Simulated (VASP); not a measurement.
# MgO: single point with r2SCAN

Crystal: MgO.

```
Mg O
1.0
     2.07516    2.07516    0.00000
    -2.07516    2.07516    0.00000
     0.00000    2.07516    2.07516
Mg O
1 1
Direct
  0.00000 0.00000 0.00000
  0.50000 0.50000 0.00000
```

```yaml
Program: VASP 6.6.1
Task: single point
Functional: r2SCAN
Potentials_or_basis: VASP PAW PBE potentials, release 64 (Mg, O)
Cutoff: 520 eV
k_mesh: 10 × 10 × 10
Occupations: gaussian, width 0.01 eV
Spin: no spin polarisation
```

| Property | Result |
| --- | --- |
| Pressure | 5.9 GPa |
| Band gap on the k mesh | 6.06 eV |

Levels at points of the mesh, in eV from the valence-band top:
| k point | band 1 | band 2 | band 3 | band 4 | band 5 | band 6 | band 7 | band 8 |
| --- | --- | --- | --- | --- | --- | --- | --- | --- |
| (0.00, 0.00, 0.00) | -18.43 | 0.00 | 0.00 | 0.00 | 6.06 | 17.09 | 17.09 | 17.09 |
| (0.50, 0.00, 0.00) | -17.07 | -4.81 | -0.72 | -0.72 | 9.10 | 14.34 | 17.90 | 17.90 |
| (0.50, 0.50, 0.00) | -16.81 | -4.29 | -1.44 | -1.44 | 10.09 | 11.57 | 14.79 | 21.09 |

It took 53 s on 1 thread of Intel Xeon 8259CL, on a shared host, peak memory 0.15 GiB.

Caveat: the cell stands under pressure; the PAW data sets were made with another functional, which shifts forces and pressure a little.
